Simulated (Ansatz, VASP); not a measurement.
# Two plane-wave programs on TiO

```
CELL_PARAMETERS angstrom
2.69560 0.00000 0.00000
-1.34780 2.33446 0.00000
0.00000 0.00000 2.79376
ATOMIC_POSITIONS crystal
Ti 0.66667 0.33333 0.00000
O 0.00000 0.00000 0.50000
```

Alike in both runs: task single point; functional PBEsol; k mesh 18 × 18 × 16; occupations gaussian, width 0.15 eV; no spin polarisation.

```csv
,VASP,Ansatz
version,VASP 6.6.1,Ansatz 0.2.0
potentials or method,"VASP PAW PBE potentials, release 64 (Ti_sv, O), cutoff 520 eV","scalar-relativistic, plane waves, PAW"
valence electrons in the cell,18,18
```

|  | VASP | Ansatz | Ansatz less VASP |
| --- | --- | --- | --- |
| gap on the k mesh at the Fermi level (eV) | none | none | - |
| pressure (GPa) | 20.4 | 19.5 | -0.89 |
| traceless stress, the component that is largest in VASP (GPa) | -8.83 | -9.11 | -0.277 |

VASP's potentials were made for PBE, not for PBEsol, and Ansatz warns of the same on its side. A gap of «none» marks a metal or a gap that the smearing closes.
